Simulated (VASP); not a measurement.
# AlNi3 in VASP: a series of runs

AlNi3 is run at these levels: PBEsol; tasks: single point.

Everything below comes from runs of VASP 6.6.1. Logs are shortened: lines on timing, memory, paths and dates and some standing lists are left out, and cuts for length are marked.

## Step 1: The cell of the first run

Symmetry: Pm-3m, No. 221, cubic system. The conventional cell has a = 3.519 Å, b = 3.519 Å, c = 3.519 Å, α = 90.00°, β = 90.00°, γ = 90.00°. Within 3.3 Å of Al (site symmetry m-3m) lie 12 Ni at 2.49 Å. Within 3.3 Å of Ni (site symmetry 4/mmm) lie 4 Al at 2.49 Å and 8 Ni at 2.49 Å.

## Step 2: Single point, PBEsol, collinear spin, ferromagnetic start

The input, INCAR:

```
PREC = Accurate ; ENCUT = 520
EDIFF = 1E-6 ; ISMEAR = 0
SIGMA = 0.15 ; LREAL = F
LASPH = T ; NELM = 150
ALGO = Fast ; ISIF = 2
LWAVE = F ; LCHARG = F
ISPIN = 2 ; MAGMOM = 0 0.28 0.28 0.28
LORBIT = 11 ; LMAXMIX = 4
GGA = PS ; NBANDS = 28
```

The input, KPOINTS:

```
Automatic mesh
0
Gamma
  14 14 14
```

The input, POSCAR:

```
AlNi3
1.0
    3.5190868455      0.0000000000      0.0000000000
    0.0000000000      3.5190868455      0.0000000000
    0.0000000000      0.0000000000      3.5190868455
Al Ni
1 3
Direct
    0.0000000000      0.0000000000      0.0000000000
    0.0000000000      0.5000000000      0.5000000000
    0.5000000000      0.0000000000      0.5000000000
    0.5000000000      0.5000000000      0.0000000000
```

Potentials or basis: VASP PAW PBE potentials, release 64 (Al, Ni).

Command:

```bash
> cat potpaw_PBE.64/Al/POTCAR potpaw_PBE.64/Ni/POTCAR > POTCAR
> mpirun -np 1 vasp_std > vasp.out
```

OUTCAR:

```text
PREC = Accurate
   ENCUT = 520
   EDIFF = 1E-6
   ISMEAR = 0
   LREAL = F
   LASPH = T
   NELM = 150
   ISIF = 2
   ISPIN = 2
   LORBIT = 11
   GGA = PS

 ion  position               nearest neighbor table
   1  0.000  0.000  0.000-   2 2.49   3 2.49   4 2.49   2 2.49   3 2.49   2 2.49   4 2.49   2 2.49
                             3 2.49   4 2.49   3 2.49   4 2.49
   2  0.000  0.500  0.500-   1 2.49   3 2.49   4 2.49   1 2.49   4 2.49   1 2.49   3 2.49   1 2.49
                             3 2.49   4 2.49   4 2.49   3 2.49
   3  0.500  0.000  0.500-   1 2.49   2 2.49   4 2.49   1 2.49   4 2.49   2 2.49   4 2.49   4 2.49
                             1 2.49   2 2.49   1 2.49   2 2.49
   4  0.500  0.500  0.000-   1 2.49   2 2.49   3 2.49   2 2.49   3 2.49   1 2.49   3 2.49   3 2.49
                             1 2.49   2 2.49   2 2.49   1 2.49

  LATTYP: Found a simple cubic cell.
 ALAT       =     3.5190868455

  Lattice vectors:

 A1 = (   3.5190868455,   0.0000000000,   0.0000000000)
 A2 = (   0.0000000000,   3.5190868455,   0.0000000000)
 A3 = (   0.0000000000,   0.0000000000,   3.5190868455)

Analysis of symmetry for initial positions (statically):
=====================================================================
 Subroutine PRICEL returns:
 Original cell was already a primitive cell.

 Routine SETGRP: Setting up the symmetry group for a
 simple cubic supercell.

 Subroutine GETGRP returns: Found 48 space group operations
 (whereof 48 operations were pure point group operations)
 out of a pool of 48 trial point group operations.

The static configuration has the point symmetry O_h .

Analysis of symmetry for dynamics (positions and initial velocities):
=====================================================================
 Subroutine PRICEL returns:
 Original cell was already a primitive cell.

 Routine SETGRP: Setting up the symmetry group for a
 simple cubic supercell.

 Subroutine GETGRP returns: Found 48 space group operations
 (whereof 48 operations were pure point group operations)
 out of a pool of 48 trial point group operations.

The dynamic configuration has the point symmetry O_h .

Analysis of structural, dynamic, and magnetic symmetry:
=====================================================================
 Subroutine PRICEL returns:
 Original cell was already a primitive cell.

 Routine SETGRP: Setting up the symmetry group for a
 simple cubic supercell.
[... 134 lines left out ...]
   GGA     = PS    functional components
   LHFCALC =     F    Hartree Fock is set to
   AEXX    =    0.0000 exact exchange contribution
   IVDW    =     0    specifies the selected vdW correction
   LEPSILON=     F    determine dielectric tensor
   LRPA    =     F    only Hartree local field effects (RPA)
 spin polarized calculation
 RMM-DIIS sequential band-by-band and
 Gauss-broadening in eV      SIGMA  =   0.15
  energy-cutoff  :      520.00
  volume of cell :       43.58
 maximum number of plane-waves:      1208
 NGX is ok and might be reduce to    28
   NGX = 13   NGY = 13   NGZ = 13

 number of electron      32.9999980 magnetization       0.5649938

 Free energy of the ion-electron system (eV)
  ---------------------------------------------------
  ext. energy  EPLUGINS =         0.00000000
  ---------------------------------------------------
  free energy    TOTEN  =       -24.31187202 eV

  energy without entropy =      -24.26806188  energy(sigma->0) =      -24.28996695

 E-fermi :   9.8076     XC(G=0): -13.0218

 val. band max:        9.8068004072   @ k =   0.4286   0.2143   0.1429
 cond. band min:       9.8084612749   @ k =   0.2857   0.2143   0.0000
 fundamental gap:      0.0016608677
 Fermi energy:         9.8075530356

 spin component 1

 k-point     1 :       0.0000    0.0000    0.0000
  band No.  band energies     occupation
      1      -0.3868      1.00000
      2       5.3226      1.00000
      3       6.0140      1.00000
      4       6.0140      1.00000
      5       6.3981      1.00000
      6       6.3981      1.00000
[... 733 lines left out ...]
     27      24.0274      0.00000
     28      24.7634      0.00000

 [... further k-points ...]

 spin component 2

 k-point     1 :       0.0000    0.0000    0.0000
  band No.  band energies     occupation
      1      -0.4027      1.00000
      2       5.3979      1.00000
      3       6.1357      1.00000
      4       6.1357      1.00000
      5       6.6123      1.00000
      6       6.6123      1.00000
[... 733 lines left out ...]
     27      24.0464      0.00000
     28      24.7764      0.00000

 [... further k-points ...]

------------------------ aborting loop because EDIFF is reached ----------------------------------------

  FORCE on cell =-STRESS in cart. coord.  units (eV):
  Direction    XX          YY          ZZ          XY          YZ          ZX
  --------------------------------------------------------------------------------------
  -------------------------------------------------------------------------------------
  Total        0.0280730      0.0280730      0.0280730     -0.0000000      0.0000000      0.0000000
  in kB        1.0320702      1.0320702      1.0320702     -0.0000000      0.0000000      0.0000000
  external PRESSURE =       1.0320702 kB  Pullay stress =       0.0000000 kB

 VOLUME and BASIS-vectors are now :
 -----------------------------------------------------------------------------
  energy-cutoff  :      520.00
  volume of cell :       43.58
      direct lattice vectors                 reciprocal lattice vectors
     3.519086845  0.000000000  0.000000000     0.284164627  0.000000000  0.000000000
     0.000000000  3.519086845  0.000000000     0.000000000  0.284164627  0.000000000
     0.000000000  0.000000000  3.519086845     0.000000000  0.000000000  0.284164627

 POSITION                                       TOTAL-FORCE (eV/Angst)
 -----------------------------------------------------------------------------------
      0.00000      0.00000      0.00000         0.000000      0.000000      0.000000
      0.00000      1.75954      1.75954         0.000000      0.000000      0.000000
      1.75954      0.00000      1.75954         0.000000      0.000000      0.000000
      1.75954      1.75954      0.00000         0.000000      0.000000      0.000000
 -----------------------------------------------------------------------------------
    total drift:                                0.000000      0.000000      0.000000

  FREE ENERGIE OF THE ION-ELECTRON SYSTEM (eV)
  ---------------------------------------------------
  free  energy   TOTEN  =       -24.3118720222 eV

  energy  without entropy=      -24.2680618761  energy(sigma->0) =      -24.28996695

 total charge

# of ion       s       p       d       tot
------------------------------------------
    1        0.410   0.406   0.000   0.815
    2        0.512   0.552   8.398   9.463
    3        0.512   0.552   8.398   9.463
    4        0.512   0.552   8.398   9.463
--------------------------------------------------
tot          1.946   2.063  25.195  29.204

 magnetization (x)

# of ion       s       p       d       tot
------------------------------------------
    1       -0.000  -0.006   0.000  -0.007
    2       -0.002  -0.007   0.208   0.199
    3       -0.002  -0.007   0.208   0.199
    4       -0.002  -0.007   0.208   0.199
--------------------------------------------------
tot         -0.007  -0.026   0.623   0.590
```

OSZICAR:

```text
N       E                     dE             d eps       ncg     rms          rms(c)
DAV:   1     0.196052118873E+03    0.19605E+03   -0.13682E+04 13736   0.151E+03
DAV:   2    -0.162925667514E+02   -0.21234E+03   -0.19631E+03 13484   0.297E+02
DAV:   3    -0.289705503623E+02   -0.12678E+02   -0.11795E+02 14860   0.902E+01
[... 22 lines left out ...]
RMM:  26    -0.243118425613E+02   -0.11220E-05   -0.26092E-06 12157   0.162E-02    0.407E-02
RMM:  27    -0.243118716195E+02   -0.29058E-04   -0.36772E-05 18007   0.524E-02    0.336E-03
RMM:  28    -0.243118667028E+02    0.49167E-05   -0.11833E-05 15183   0.289E-02    0.163E-02
RMM:  29    -0.243118720990E+02   -0.53962E-05   -0.40323E-06 12415   0.214E-02    0.440E-03
RMM:  30    -0.243118720222E+02    0.76789E-07   -0.17373E-06  7845   0.113E-02
   1 F= -.24311872E+02 E0= -.24289967E+02  d E =-.438101E-01  mag=     0.5629
```

Run time: 7.7 min. Hardware: 1 thread of AMD EPYC 7R13 (Zen 3), shared host; peak memory 0.3 GiB.

What came out:

- Free energy: -24.3119 eV
- Pressure: 0.1 GPa
- Net moment: 0.56 μB per cell
- Site moments: Al -0.01; Ni +0.20 μB
- Valence electrons inside the program's atomic spheres: Al 0.81; Ni 9.46

Caveat: the PAW data sets were made with another functional, which shifts forces and pressure a little.

## Step 3: Single point, PBEsol, collinear spin, ferromagnetic start (uniaxial strain along a: -3.0 %, then relaxed in part)

The input, INCAR:

```
SYSTEM = AlNi3
PREC = Accurate ; ENCUT = 520
EDIFF = 1E-6 ; ISMEAR = 0
SIGMA = 0.1 ; LREAL = .FALSE.
LASPH = .TRUE. ; NELM = 150
ALGO = Fast ; ISIF = 2
LWAVE = .FALSE. ; LCHARG = .TRUE.
ISPIN = 2 ; MAGMOM = 0 0.28 0.28 0.28
LORBIT = 11 ; LMAXMIX = 4
GGA = PS ; LELF = .TRUE.
LVHAR = .TRUE. ; NBANDS = 28
```

The input, KPOINTS:

```
regular mesh
0
G
  14 14 14
  0 0 0
```

The input, POSCAR:

```
AlNi3
1.0
    3.4135195398      0.0000000000      0.0000000000
    0.0000000000      3.5627863747      0.0000000000
    0.0000000000      0.0000000000      3.5627863747
Al Ni
1 3
Direct
    0.0000000000      0.0000000000      0.0000000000
    0.0000000000      0.5000000000      0.5000000000
    0.5000000000      0.0000000000      0.5000000000
    0.5000000000      0.5000000000      0.0000000000
```

Potentials or basis: VASP PAW PBE potentials, release 64 (Al, Ni).

Command:

```bash
> cat potpaw_PBE.64/Al/POTCAR potpaw_PBE.64/Ni/POTCAR > POTCAR
> mpirun -np 1 vasp_std > vasp.out
```

Run time: 15 min. Hardware: 1 thread of Oxide Virtual Turin-like, shared host; peak memory 0.51 GiB.

It converged, with:

* Free energy: -24.2843 eV
* Pressure: 1.4 GPa
* Net moment: 0.61 μB per cell
* Site moments: Al -0.01; Ni +0.22, +0.21 (each value once) μB
* Valence electrons inside the program's atomic spheres: Al 0.82; Ni 9.46, 9.48 (each value once)

Stress tensor (GPa, compression positive):
```
3.79 0.00 0.00
0.00 0.22 0.00
0.00 0.00 0.22
```

Levels at points of the mesh, in eV from the Fermi level:
Spin up:
```
           k point  band 15  band 16  band 17  band 18  band 19  band 20
(0.00, 0.00, 0.00)     0.03     0.03     0.56     0.56     1.53     6.49
(0.50, 0.00, 0.00)    -1.03    -0.57    -0.12     5.54     5.54     5.79
(0.00, 0.50, 0.00)    -1.07    -0.45     0.03     5.33     5.39     6.09
(0.50, 0.50, 0.00)    -0.95    -0.94    -0.57     0.98     1.00     8.03
(0.00, 0.50, 0.50)    -1.04    -1.04    -0.60     0.82     0.82     8.76
(0.50, 0.50, 0.50)    -0.99    -0.26    -0.24    -0.24    -0.14     3.69
```
Spin down:
| k point | band 13 | band 14 | band 15 | band 16 | band 17 | band 18 | band 19 | band 20 |
| --- | --- | --- | --- | --- | --- | --- | --- | --- |
| (0.00, 0.00, 0.00) | 0.01 | 0.21 | 0.39 | 0.39 | 0.54 | 0.54 | 1.51 | 6.58 |
| (0.50, 0.00, 0.00) | -1.08 | -0.92 | -0.83 | -0.41 | 0.22 | 5.58 | 5.58 | 5.84 |
| (0.00, 0.50, 0.00) | -0.97 | -0.91 | -0.87 | -0.27 | 0.39 | 5.38 | 5.44 | 6.14 |
| (0.50, 0.50, 0.00) | -1.08 | -1.03 | -0.77 | -0.62 | -0.45 | 1.22 | 1.24 | 8.07 |
| (0.00, 0.50, 0.50) | -1.23 | -1.16 | -0.88 | -0.71 | -0.47 | 1.05 | 1.05 | 8.79 |
| (0.50, 0.50, 0.50) | -1.13 | -1.03 | -0.82 | -0.26 | 0.06 | 0.06 | 0.16 | 3.78 |

Caveat: the cell differs from its parent crystal (uniaxial strain along a: -3.0 %, then relaxed in part); the PAW data sets were made with another functional, which shifts forces and pressure a little.

## Step 4: Single point, PBEsol, collinear spin, ferromagnetic start (uniaxial strain along a: +1.0 %, then relaxed in part)

The input, INCAR:

```
  PREC = Accurate
  ENCUT = 520
  EDIFF = 1E-7
  ISMEAR = 0
  SIGMA = 0.1
  LREAL = F
  LASPH = T
  NELM = 150
  ALGO = Normal
  ISIF = 2
  LWAVE = F
  LCHARG = F
  ISPIN = 2
  MAGMOM = 0 0.28 0.28 0.28
  LORBIT = 11
  LMAXMIX = 4
  GGA = PS
  NBANDS = 28
```

The input, KPOINTS:

```
Automatic mesh
0
Gamma
  14 14 14
```

The input, POSCAR:

```
AlNi3
1.0
    3.5542832321      0.0000000000      0.0000000000
    0.0000000000      3.5059606216      0.0000000000
    0.0000000000      0.0000000000      3.5059606216
Al Ni
1 3
Direct
    0.0000000000      0.0000000000      0.0000000000
    0.0000000000      0.5000000000      0.5000000000
    0.5000000000      0.0000000000      0.5000000000
    0.5000000000      0.5000000000      0.0000000000
```

Command:

```bash
> cat potpaw_PBE.64/Al/POTCAR potpaw_PBE.64/Ni/POTCAR > POTCAR
> mpirun -np 1 vasp_std > vasp.out
```

It took 8.2 min on 1 thread of Oxide Virtual Turin-like, shared host; peak memory 0.52 GiB.

Results (log left out):

- Free energy: -24.2984 eV
- Pressure: -0.4 GPa
- Net moment: 0.66 μB per cell
- Site moments: Al -0.01; Ni +0.23, +0.24 (each value once) μB
- Valence electrons inside the program's atomic spheres: Al 0.81; Ni 9.46

Stress tensor (GPa, compression positive):
```
-1.31  0.00  0.00
 0.00  0.09  0.00
 0.00  0.00  0.09
```

Levels at points of the mesh, in eV from the Fermi level:
Spin up:
```
           k point  band 13  band 14  band 15  band 16  band 17  band 18  band 19  band 20  band 21  band 22
(0.00, 0.00, 0.00)    -0.24    -0.06    -0.06    -0.01     0.67     0.97     0.97     6.62     6.82     7.63
(0.50, 0.00, 0.00)    -1.21    -1.21    -1.07    -0.46     0.00     5.66     5.66     5.72     5.72     6.61
(0.00, 0.50, 0.00)    -1.24    -1.17    -1.06    -0.51    -0.06     5.51     5.57     5.77     5.80     6.51
(0.50, 0.50, 0.00)    -1.33    -1.22    -1.00    -0.99    -0.59     0.88     0.89     8.32     8.41     8.46
(0.00, 0.50, 0.50)    -1.31    -1.21    -0.97    -0.95    -0.57     0.94     0.94     8.18     8.18     8.32
(0.50, 0.50, 0.50)    -1.31    -1.12    -1.05    -0.25    -0.24    -0.22    -0.22     3.62     4.12     4.19
```
Spin down:
| k point | band 14 | band 15 | band 16 | band 17 | band 18 | band 19 |
| --- | --- | --- | --- | --- | --- | --- |
| (0.00, 0.00, 0.00) | 0.32 | 0.32 | 0.38 | 0.65 | 0.95 | 0.95 |
| (0.50, 0.00, 0.00) | -0.94 | -0.85 | -0.27 | 0.38 | 5.71 | 5.71 |
| (0.00, 0.50, 0.00) | -0.97 | -0.84 | -0.32 | 0.32 | 5.57 | 5.63 |
| (0.50, 0.50, 0.00) | -1.10 | -0.81 | -0.64 | -0.45 | 1.15 | 1.15 |
| (0.00, 0.50, 0.50) | -1.09 | -0.77 | -0.61 | -0.44 | 1.20 | 1.20 |
| (0.50, 0.50, 0.50) | -0.94 | -0.87 | -0.26 | 0.09 | 0.11 | 0.11 |

Caveat: the cell differs from its parent crystal (uniaxial strain along a: +1.0 %, then relaxed in part); the PAW data sets were made with another functional, which shifts forces and pressure a little.

## Step 5: Single point, PBEsol, collinear spin, ferromagnetic start (equal strain along all axes, cell held: +2.0 %)

The input, INCAR:

```
SYSTEM = AlNi3
PREC = Accurate ; ENCUT = 520
EDIFF = 1E-6 ; ISMEAR = 0
SIGMA = 0.1 ; LREAL = .FALSE.
LASPH = .TRUE. ; NELM = 150
ALGO = Normal ; ISIF = 2
LWAVE = .FALSE. ; LCHARG = .FALSE.
ISPIN = 2 ; MAGMOM = 0 0.28 0.28 0.28
LORBIT = 11 ; LMAXMIX = 4
GGA = PS ; NBANDS = 28
```

The input, KPOINTS:

```
regular mesh
0
G
  14 14 14
  0 0 0
```

The input, POSCAR:

```
AlNi3
1.0
    3.5894741552      0.0000000000      0.0000000000
    0.0000000000      3.5894741552      0.0000000000
    0.0000000000      0.0000000000      3.5894741552
Al Ni
1 3
Direct
    0.0000000000      0.0000000000      0.0000000000
    0.0000000000      0.5000000000      0.5000000000
    0.5000000000      0.0000000000      0.5000000000
    0.5000000000      0.5000000000      0.0000000000
```

Command:

```bash
> cat potpaw_PBE.64/Al/POTCAR potpaw_PBE.64/Ni/POTCAR > POTCAR
> mpirun -np 1 vasp_std > vasp.out
```

Wall time 8.2 min (1 thread of Oxide Virtual Turin-like, shared host); peak memory 0.3 GiB.

Results (log left out):

| Item | Value |
| --- | --- |
| Free energy | -24.2102 eV |
| Pressure | -10.3 GPa |
| Net moment | 0.70 μB per cell |
| Site moments | Al -0.01; Ni +0.25 μB |
| Valence electrons inside the program's atomic spheres | Al 0.78; Ni 9.35 |

Levels at points of the mesh, in eV from the Fermi level:
Spin up:
| k point | band 15 | band 16 | band 17 | band 18 | band 19 | band 20 |
| --- | --- | --- | --- | --- | --- | --- |
| (0.00, 0.00, 0.00) | -0.08 | -0.08 | 0.86 | 0.86 | 0.86 | 6.41 |
| (0.50, 0.00, 0.00) | -1.00 | -0.48 | -0.08 | 5.38 | 5.38 | 5.48 |
| (0.50, 0.50, 0.00) | -0.95 | -0.93 | -0.55 | 0.81 | 0.81 | 7.97 |
| (0.50, 0.50, 0.50) | -1.02 | -0.24 | -0.24 | -0.24 | -0.15 | 3.24 |
Spin down:
```
           k point  band 12  band 13  band 14  band 15  band 16  band 17  band 18  band 19  band 20  band 21
(0.00, 0.00, 0.00)    -0.34     0.02     0.32     0.32     0.32     0.84     0.84     0.84     6.50     6.50
(0.50, 0.00, 0.00)    -0.95    -0.88    -0.88    -0.77    -0.28     0.32     5.44     5.44     5.53     5.53
(0.50, 0.50, 0.00)    -1.06    -1.06    -1.02    -0.73    -0.57    -0.41     1.08     1.08     8.00     8.08
(0.50, 0.50, 0.50)    -1.07    -1.07    -0.83    -0.83    -0.17     0.10     0.10     0.10     3.34     4.08
```

Caveat: the cell differs from its parent crystal (equal strain along all axes, cell held: +2.0 %); the cell stands under tension; the PAW data sets were made with another functional, which shifts forces and pressure a little.

[end of part 1 of 2]
